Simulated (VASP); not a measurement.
Set up this calculation in VASP 6.6.1, as the native input.

```
Task                   : relaxation of cell and atoms
Functional             : PBE
Potentials or basis    : VASP PAW PBE potentials, release 64 (Mg_sv, O)
Cutoff                 : 840 eV
k mesh                 : 4 × 4 × 4
Occupations            : gaussian, width 0.2 eV
Spin                   : no spin polarisation
Dipole correction      : no
Further INCAR settings : ALGO = Normal; EDIFF = 1e-07; IBRION = 2; EDIFFG = -0.08; NSW = 36; ISIF = 3
```

The structure of Mg2O lies in POSCAR:

```
Mg2O
1.0
   -2.8694689200      2.8694689200      2.3864500200
    2.8694689200     -2.8694689200      2.3864500200
    2.8694689200      2.8694689200     -2.3864500200
Mg O
4 2
Direct
    0.6661000000      0.1661000000      0.8321999900
    0.1661000000      0.3339000000      0.5000000000
    0.3339000000      0.8339000000      0.1678000100
    0.8339000000      0.6661000000      0.5000000000
    0.2500000000      0.2500000000      0.0000000000
    0.7500000000      0.7500000000      0.0000000000
```

The cell was generated, and may not be a known phase.

One way to write it, as run:

INCAR

```
ALGO     = Normal         # electronic algorithm
EDIFF    = 1E-7           # SCF threshold, eV
EDIFFG   = -0.08          # ionic threshold
ENCUT    = 840            # plane-wave cutoff, eV
GGA      = PE             # functional
GGA_COMPAT= False        
IBRION   = 2              # ionic algorithm
ISIF     = 3              # what is computed and relaxed
ISMEAR   = 0              # smearing method
LASPH    = True           # aspherical terms in the spheres
LCHARG   = False          # write CHGCAR
LREAL    = False          # projectors in reciprocal space
LWAVE    = False          # write WAVECAR
NELM     = 120            # most SCF steps
NELMIN   = 4            
NSW      = 36             # ionic steps
PREC     = Accurate       # precision mode
SIGMA    = 0.2            # smearing width, eV
```

KPOINTS

```
k-points
0
Gamma
  4 4 4
```

Potentials or basis: VASP PAW PBE potentials, release 64 (Mg_sv, O).

The run is started by

```sh
$ cat potpaw_PBE.64/Mg_sv/POTCAR potpaw_PBE.64/O/POTCAR > POTCAR
$ mpirun -np 1 vasp_std > vasp.out
```

It gave:

| Quantity | Value |
| --- | --- |
| Relaxed volume | 13.69 Å³/atom |
| Relaxed cell | a = 4.746 Å, b = 4.746 Å, c = 4.746 Å, α = 110.97°, β = 110.97°, γ = 106.52° |
| Space group after relaxing (to 0.1 Å) | I4/mcm (No. 140) |
| Energy gained by relaxing | 308.1 meV/atom |
| Ionic steps | 7 |
| Pressure after relaxing | 0.4 GPa |
| Band gap on the k mesh | zero (bands 26 and 27 overlap by 1.35 eV) |

Caveat: the k points lie up to 0.40 Å⁻¹ apart in the final cell, too coarse for converged energies and pressures of a metal.

Wall time 7.3 min on 1 thread of Intel(R) Xeon(R) Platinum 8259CL CPU @ 2.50GHz (Skylake/Cascade Lake), on a shared host, peak memory 0.34 GiB.
